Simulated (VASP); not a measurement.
Runs of VASP 6.6.1 on BaC2. The structure is that of space group I4/mmm (No. 139), or close to it. The cells are those of the table. 

```csv
cell,gap on the mesh (eV),pressure (GPa),largest force (eV/Å)
"a = 4.910 Å, angles 128.5, 128.5, 75.9°, 3 atoms",1.25,-7.9,(a)
"a = 4.742 Å, angles 123.8, 123.8, 83.5°, 3 atoms",1.43,-0.7,2.10
"a = 5.044 Å, angles 131.5, 131.5, 71.1°, 3 atoms",0.89,-9.1,(b)
"a = 4.632 Å, angles 119.7, 119.7, 90.5°, 3 atoms",1.24,12.4,12.88
```

Alike in all rows: task single point; level LDA; potentials or basis VASP PAW LDA potentials, release 64 (Ba_sv, C); no spin polarisation; k mesh 10 × 10 × 10; cutoff (eV) 520; smearing gaussian 0.05 eV.

Question: Estimate the missing entries.

Answer: (a) 5.10; (b) 7.65.

Caveats: spin-orbit coupling is left out, which moves the levels of the heavy elements; forces of over 1 eV/Å act on the atoms, so gaps and moduli don't describe the material at rest.

A k mesh can miss the band edges, and the runs leave out spin-orbit coupling on Ba.
